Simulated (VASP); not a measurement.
**Gd: single point with PBE**

Gd:

```
Gd
1.0
     3.63600    0.00000    0.00000
    -1.81800    3.14887    0.00000
     0.00000    0.00000    5.78260
Gd
2
Direct
  0.33333 0.66667 0.25000
  0.66667 0.33333 0.75000
```

| Property | Result |
| --- | --- |
| Program | VASP 6.6.1 |
| Task | single point |
| Functional | PBE |
| Potentials or basis | VASP PAW PBE potentials, release 64 (Gd) |
| Cutoff | 520 eV |
| k mesh | 6 × 6 × 4 |
| Occupations | gaussian, width 0.1 eV |
| Spin | collinear spin, ferromagnetic start |
| Starting moments | [7.0, 7.0] μB |

```yaml
Pressure: 0.4 GPa
Net_moment: 15.41 μB per cell
Site_moments: Gd +7.02 μB
Valence_electrons_inside_the_program's_atomic_spheres: Gd 15.19
```

Stress tensor (GPa, compression positive):
```
0.32 0.00 0.00
0.00 0.32 0.00
0.00 0.00 0.65
```

Levels at points of the mesh, in eV from the Fermi level:
Spin up:
| k point | band 23 | band 24 | band 25 | band 26 | band 27 | band 28 | band 29 |
| --- | --- | --- | --- | --- | --- | --- | --- |
| (0.00, 0.00, 0.00) | -4.79 | -2.51 | 1.03 | 1.32 | 1.32 | 1.49 | 1.95 |
| (0.50, 0.00, 0.00) | -2.18 | -1.76 | -1.30 | -0.12 | 1.07 | 1.09 | 1.77 |
| (0.00, 0.00, 0.50) | -3.60 | -3.60 | 0.47 | 0.47 | 1.24 | 1.24 | 1.24 |
| (0.50, 0.00, 0.50) | -2.17 | -2.17 | -0.48 | -0.48 | 1.46 | 1.46 | 2.56 |
Spin down:
```
           k point  band 8  band 9  band 10  band 11  band 12  band 13
(0.00, 0.00, 0.00)  -19.91   -4.12    -1.38     0.35     0.37     0.43
(0.50, 0.00, 0.00)  -20.01   -1.01    -0.86    -0.55     0.37     0.44
(0.00, 0.00, 0.50)  -19.98   -2.57    -2.57     0.26     0.26     0.46
(0.50, 0.00, 0.50)  -20.12   -1.30    -1.30     0.24     0.24     0.47
```

Wall time 12 min on 1 thread of Intel(R) Xeon(R) Platinum 8488C (Sapphire Rapids), with other jobs on the host, peak memory 0.25 GiB.

Caveat: spin-orbit coupling is left out, which moves the levels of the heavy elements; semilocal functionals describe open f shells poorly, which spoils levels, moments and volumes. The state reached can hang on the start; a lower one may exist.
